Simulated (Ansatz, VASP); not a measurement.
## Pb in VASP and in Ansatz

POSCAR

```
Pb
1.0
    0.0000000000      2.5075897876      2.5075897876
    2.5075897876      0.0000000000      2.5075897876
    2.5075897876      2.5075897876      0.0000000000
Pb
1
Direct
    0.0000000000      0.0000000000      0.0000000000
```

File INCAR.step1:

```
  PREC = Accurate
  ENCUT = 520
  EDIFF = 1E-5
  ISMEAR = -1
  SIGMA = 0.05
  LREAL = F
  LASPH = T
  NELM = 100
  ALGO = Normal
  ISIF = 2
  LWAVE = T
  LCHARG = F
  NBANDS = 13
  GGA = PE
```

File INCAR.step2:

```
  PREC = Accurate
  ENCUT = 520
  EDIFF = 1E-6
  ISMEAR = -1
  SIGMA = 0.05
  LREAL = F
  LASPH = T
  NELM = 100
  ALGO = Normal
  ISIF = 2
  LWAVE = F
  LCHARG = F
  GGA = PE
  LHFCALC = T
  AEXX = 0.25
  PRECFOCK = Normal
  NBANDS = 13
  ISTART = 1
```

The input KPOINTS:

```
Automatic mesh
0
Gamma
  6 6 6
```

The input input:

```
crystal:
  lattice:
    - [0.0, 2.5075897876, 2.5075897876]
    - [2.5075897876, 0.0, 2.5075897876]
    - [2.5075897876, 2.5075897876, 0.0]
  atoms:
    - { symbol: Pb, position: [0.0, 0.0, 0.0] }
hamiltonian:
  xc: pbe0
  pseudopotentials: { kind: paw }
kpoints:
  mp_grid: { grid: [6, 6, 6] }
scf:
  occupations: { method: fermi_dirac, width: 0.05 }
output:
  forces: true
  stress: true
  eigenvalues: true
```

Alike in both runs: task single point; functional PBE0; k mesh 6 × 6 × 6; occupations fermi-dirac, width 0.05 eV; no spin polarisation.

```csv
,VASP,Ansatz
version,VASP 6.6.1,Ansatz 0.2.0
potentials or method,"VASP PAW PBE potentials, release 64 (Pb_d)",Ansatz PAW
plane-wave cutoff (eV),520,420
valence electrons in the cell,14,14
```

Ansatz gave:

```
gap on the k mesh at the Fermi level (eV) : none
pressure (GPa)                            : -0.1
```

Q: Estimate VASP's values.

A: gap on the k mesh at the Fermi level (eV): none; pressure (GPa): -0.2.

A gap of «none» marks a metal or a gap that the smearing closes.

The k mesh is coarse, so the values compare programs but aren't converged. Neither program's run includes spin-orbit coupling.
